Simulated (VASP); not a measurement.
Write the native input for VASP 6.6.1 that does the following.

| Property | Result |
| --- | --- |
| Task | single point |
| Functional | PBEsol |
| Potentials or basis | VASP PAW PBE potentials, release 64 (Cu, Pd) |
| Cutoff | 520 eV |
| k mesh | 12 × 12 × 12 |
| Occupations | gaussian, width 0.1 eV |
| Spin | no spin polarisation |
| Dipole correction | no |
| Further INCAR settings | ALGO = Fast; EDIFF = 1e-07; NBANDS = 30 |

The structure of Cu3Pd lies in POSCAR:

```
Cu3Pd
1.0
    3.5793212544      0.0000000000      0.0000000000
    0.0000000000      3.5793212544      0.0000000000
    0.0000000000      0.0000000000      3.5790006548
Cu Pd
3 1
Direct
    0.0000000000      0.5000000000      0.5000000000
    0.5000000000      0.0000000000      0.5000000000
    0.5000000000      0.5000000000      0.0000000000
    0.0000000000      0.0000000000      0.0000000000
```

This cell differs from its parent crystal: volume scaled by 0.94, then relaxed in part.

These files were run (other wordings do the same):

INCAR

```
PREC = Accurate ; ENCUT = 520
EDIFF = 1E-7 ; ISMEAR = 0
SIGMA = 0.1 ; LREAL = False
LASPH = True ; NELM = 60
ALGO = Fast ; ISIF = 2
LWAVE = False ; LCHARG = False
GGA = PS ; NBANDS = 30
```

KPOINTS

```
regular mesh
0
Gamma
  12 12 12
```

Potentials or basis: VASP PAW PBE potentials, release 64 (Cu, Pd).

Run with:

```bash
$ cat potpaw_PBE.64/Cu/POTCAR potpaw_PBE.64/Pd/POTCAR > POTCAR
$ mpirun -np 1 vasp_std > vasp.out
```

Results of the run:

| Property | Result |
| --- | --- |
| Pressure | 13.3 GPa |

Caveat: the PAW data sets were made with another functional, which shifts forces and pressure a little.

Run time: 10 min on 1 thread of AMD EPYC 7R13 (shared host), peak memory 0.31 GiB.
